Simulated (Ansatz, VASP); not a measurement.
## One calculation of Mo, two programs

The input INCAR:

```
SYSTEM = Mo
  ALGO = Normal
  EDIFF = 1E-6
  ENCUT = 520
  GGA = PE
  ISIF = 2
  ISMEAR = -1
  LASPH = .TRUE.
  LCHARG = .FALSE.
  LREAL = .FALSE.
  LWAVE = .FALSE.
  NBANDS = 13
  NELM = 80
  PREC = Accurate
  SIGMA = 0.15
```

Contents of KPOINTS:

```
k-points
0
G
  10 10 10
  0 0 0
```

The input POSCAR:

```
Mo
1.0
    0.0000000000      1.9633103741      1.9633103741
    1.9633103741      0.0000000000      1.9633103741
    1.9633103741      1.9633103741      0.0000000000
Mo
1
Direct
    0.0000000000      0.0000000000      0.0000000000
```

Input for Ansatz:

```yaml
crystal:
  lattice:
    - [0.0, 1.963310374077468, 1.963310374077468]
    - [1.963310374077468, 0.0, 1.963310374077468]
    - [1.963310374077468, 1.963310374077468, 0.0]
  atoms:
    - { symbol: Mo, position: [0.0, 0.0, 0.0] }
basis:
  ecutwfc: 557.833418042754
kpoints:
  mp_grid:
    grid: [10, 10, 10]
hamiltonian:
  xc: pbe
  pseudopotentials:
    kind: paw
scf:
  occupations:
    method: fermi_dirac
    width: 0.15
output:
  stress: true
```

Alike in both runs: task single point; functional PBE; k mesh 10 × 10 × 10; occupations fermi-dirac, width 0.15 eV; no spin polarisation.

```csv
,VASP,Ansatz
version,VASP 6.6.1,Ansatz 0.2.0
potentials or method,"VASP PAW PBE potentials, release 64 (Mo_sv), cutoff 520 eV","plane waves, PAW"
valence electrons in the cell,14,14
```

Ansatz gave:

| Property | Result |
| --- | --- |
| pressure (GPa) | 15.6 |

**Question.** What did VASP give for the same quantities?

**Answer.** Pressure (GPa): 16.2.

With one functional, cell and mesh, what is left measures potentials, basis and numerics.
